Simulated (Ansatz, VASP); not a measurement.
Hg in VASP and in Ansatz

```xyz
2
Lattice="2.4354 0.0000 0.0000 -1.2177 2.1092 0.0000 0.0000 0.0000 3.9662" Properties=species:S:1:pos:R:3 pbc="T T T"
Hg    0.0000    1.4061    0.9915
Hg    1.2177    0.7031    2.9746
```

Change from the starting cell: volume scaled by 0.43, PAW files.

Alike in both runs: task single point; functional PBEsol; k mesh 15 × 15 × 8; occupations fermi-dirac, width 0.08 eV; no spin polarisation.

|  | VASP | Ansatz |
| --- | --- | --- |
| version | VASP 6.6.1 | Ansatz 0.2.0 |
| potentials or method | VASP PAW PBE potentials, release 64 (Hg) | PAW with Ansatz's default frozen-core files, scalar-relativistic |
| plane-wave cutoff (eV) | 520 | 420 |
| valence electrons in the cell | 24 | 40 |

```tsv
	VASP	Ansatz	Ansatz less VASP
pressure (GPa)	505.8	473.2	-32.65
traceless stress, the component that is largest in VASP (GPa)	-0.48	-0.59	-0.103
```

VASP's potentials were made for PBE, not for PBEsol. Both programs put the cell under a high pressure, so it lies far from rest at this level. VASP's potentials hold 24 valence electrons a cell and Ansatz's 40, so a difference there can come from the potentials and not from the codes.

Spin-orbit coupling is off throughout. Noted on VASP's run: the cell as given lies far from equilibrium.
